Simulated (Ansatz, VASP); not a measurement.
# One calculation of InP, two programs

INCAR

```
SYSTEM = InP
  ALGO = Normal
  EDIFF = 1E-7
  ENCUT = 520
  GGA = PE
  ISIF = 2
  ISMEAR = 0
  LASPH = .TRUE.
  LCHARG = .FALSE.
  LREAL = .FALSE.
  LWAVE = .FALSE.
  NBANDS = 16
  NELM = 80
  PREC = Accurate
  SIGMA = 0.15
```

The input KPOINTS:

```
k-points
0
G
  20 20 20
  0 0 0
```

POSCAR

```
InP
1.0
    0.0000000000      2.7938445674      2.5781597668
    2.7938445674      0.0000000000      2.5781597668
    2.7938445674      2.7938445674      0.0000000000
In P
1 1
Direct
    0.0000000000      0.0000000000      0.0000000000
    0.5000000000      0.5000000000      0.5000000000
```

Input for Ansatz:

```yaml
crystal:
  lattice:
    - [0.0, 2.7938445674, 2.5781597668]
    - [2.7938445674, 0.0, 2.5781597668]
    - [2.7938445674, 2.7938445674, 0.0]
  atoms:
    - { symbol: In, position: [0.0, 0.0, 0.0] }
    - { symbol: P, position: [0.5, 0.5, 0.5] }
basis:
  ecutwfc: 420
kpoints:
  mp_grid: { grid: [20, 20, 20] }
hamiltonian:
  xc: pbe
scf:
  occupations: { method: gaussian, width: 0.15 }
output:
  forces: true
  stress: true
  eigenvalues: true
```

Alike in both runs: task single point; functional PBE; k mesh 20 × 20 × 20; occupations gaussian, width 0.15 eV; no spin polarisation.

|  | VASP | Ansatz |
| --- | --- | --- |
| version | VASP 6.6.1 | Ansatz 0.2.0 |
| potentials or method | VASP PAW PBE potentials, release 64 (In_d, P), cutoff 520 eV | scalar-relativistic, plane waves, PAW |
| valence electrons in the cell | 18 | 18 |

```csv
,VASP,Ansatz,Ansatz less VASP
gap on the k mesh at the Fermi level (eV),none,none,-
pressure (GPa),5.7,5.7,+0.05
"traceless stress, the component that is largest in VASP (GPa)",8.66,8.71,+0.049
```

A gap of «none» marks a metal or a gap that the smearing closes. The functional is the same, so the differences come from potentials, cutoffs and numerics.
